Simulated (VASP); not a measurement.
Set up this calculation in VASP 6.6.1, as the native input.

```
Task                   : single point
Functional             : PBEsol
Dispersion             : D3(BJ)
Potentials or basis    : VASP PAW PBE potentials, release 64 (Co)
Cutoff                 : 520 eV
k mesh                 : 12 × 12 × 7
Occupations            : fermi-dirac, width 0.05 eV
Spin                   : collinear spin, ferromagnetic start
Starting moments       : [2.0, 2.0] μB
Dipole correction      : no
Further INCAR settings : ALGO = Fast; EDIFF = 1e-06; NBANDS = 20
```

The structure of Co lies in POSCAR:

```
Co
1.0
    2.4873648738      0.0000000000      0.0000000000
   -1.2436824369      2.1541211692      0.0000000000
    0.0000000000      0.0000000000      4.0632895034
Co
2
Direct
    0.3333333333      0.6666666667      0.7401390000
    0.6666666667      0.3333333333      0.2598610000
```

These files were run (other wordings do the same):

INCAR

```
SYSTEM = Co
PREC     = Accurate       ! precision mode
ENCUT    = 520            ! plane-wave cutoff, eV
EDIFF    = 1E-6           ! SCF threshold, eV
ISMEAR   = -1             ! smearing method
SIGMA    = 0.05           ! smearing width, eV
LREAL    = .False.        ! projectors in reciprocal space
LASPH    = .True.         ! aspherical terms in the spheres
NELM     = 150            ! most SCF steps
ALGO     = Fast           ! electronic algorithm
ISIF     = 2              ! what is computed and relaxed
LWAVE    = .False.        ! write WAVECAR
LCHARG   = .True.         ! write CHGCAR
ISPIN    = 2              ! spin polarisation
MAGMOM   = 2 2            ! initial moments
LORBIT   = 11             ! projections on sites
LMAXMIX  = 4              ! l up to which the mixer works
GGA      = PS             ! functional
IVDW     = 12             ! dispersion correction
LELF     = .True.         ! ELF
LVHAR    = .True.       
NBANDS   = 20             ! bands
```

KPOINTS

```
regular mesh
0
Gamma
  12 12 7
  0 0 0
```

Potentials or basis: VASP PAW PBE potentials, release 64 (Co).

Run with:

```console
$ cat potpaw_PBE.64/Co/POTCAR > POTCAR
$ mpirun -np 1 vasp_std > vasp.out
```

It gave:

- Pressure: -15.6 GPa
- Largest force: 0.429 eV/Å
- Net moment: 3.25 μB per cell
- Site moments: Co +1.64 μB
- Valence electrons inside the program's atomic spheres: Co 8.27
- Dispersion energy per atom: -0.379 eV

Caveat: three body term missing; the cell stands under tension; the PAW data sets were made with another functional, which shifts forces and pressure a little.

It took 3.2 min on 1 thread of Intel Xeon 8259CL, on a shared host, peak memory 0.19 GiB.
